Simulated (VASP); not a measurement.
A run of VASP 6.6.1 is set up as follows.

Contents of POSCAR:

```
NaH
1.0
    2.4764608803      2.4764608803      0.0000000000
   -2.4764608803      2.4764608803      0.0000000000
    0.0000000000      2.4764608803      2.4764608803
Na H
1 1
Direct
    0.0000000000      0.0000000000      0.0000000000
    0.5000000000      0.5000000000      0.0000000000
```

The input INCAR.step1:

```
PREC = Accurate
ENCUT = 1250
ISMEAR = 0
SIGMA = 0.01
LREAL = False
LASPH = True
NELM = 120
NBANDS = 12
GGA = PE
ALGO = Normal
EDIFF = 1E-5
LWAVE = True
LCHARG = False
GGA_COMPAT = False
```

INCAR.step2

```
PREC = Accurate
ENCUT = 1250
EDIFF = 1E-6
ISMEAR = 0
SIGMA = 0.01
LREAL = False
LASPH = True
NELM = 120
ALGO = Normal
ISIF = 2
LWAVE = False
LCHARG = True
METAGGA = R2SCAN
LMIXTAU = True
LELF = True
LVHAR = True
NBANDS = 12
ISTART = 1
GGA_COMPAT = False
```

The input KPOINTS:

```
Automatic mesh
0
Gamma
  8 8 8
```

Potentials or basis: VASP PAW PBE potentials, release 64 (Na_sv, H).

Command:

```sh
$ cat potpaw_PBE.64/Na_sv/POTCAR potpaw_PBE.64/H/POTCAR > POTCAR
$ cp INCAR.step1 INCAR
$ mpirun -np 1 vasp_std > vasp.out
$ cp INCAR.step2 INCAR
$ mpirun -np 1 vasp_std > vasp.out
```

(1) Estimate the band gap on the k mesh.

(2) Predict the pressure.

## Answers

(1) 4.23 eV (least direct gap 5.05 eV).

(2) -2.1 GPa.

Caveat: the PAW data sets were made with another functional, which shifts forces and pressure a little.
